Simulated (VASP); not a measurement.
A run of VASP 6.6.1 is set up as follows.

File INCAR:

```
SYSTEM = Ti
PREC = Accurate
ENCUT = 520
EDIFF = 1E-6
ISMEAR = 0
SIGMA = 0.2
LREAL = .False.
LASPH = .True.
NELM = 60
ALGO = Normal
ISIF = 2
LWAVE = .False.
LCHARG = .False.
NBANDS = 19
```

Contents of KPOINTS:

```
Automatic mesh
0
Gamma
  13 13 7
  0 0 0
```

File POSCAR:

```
Ti
1.0
    2.8638698861      0.0000000000      0.0000000000
   -1.4319349430      2.4801840745      0.0000000000
    0.0000000000      0.0000000000      4.5399943151
Ti
2
Direct
    0.3333333333      0.6666666667      0.2500000000
    0.6666666667      0.3333333333      0.7500000000
```

Potentials or basis: VASP PAW LDA potentials, release 64 (Ti_sv).

Run with:

```bash
$ cat potpaw_LDA.64/Ti_sv/POTCAR > POTCAR
$ mpirun -np 1 vasp_std > vasp.out
```

What does it give for the pressure?

-0.2 GPa.

What does it give for the band gap on the k mesh?

Zero (bands 12 and 13 overlap by 1.09 eV).
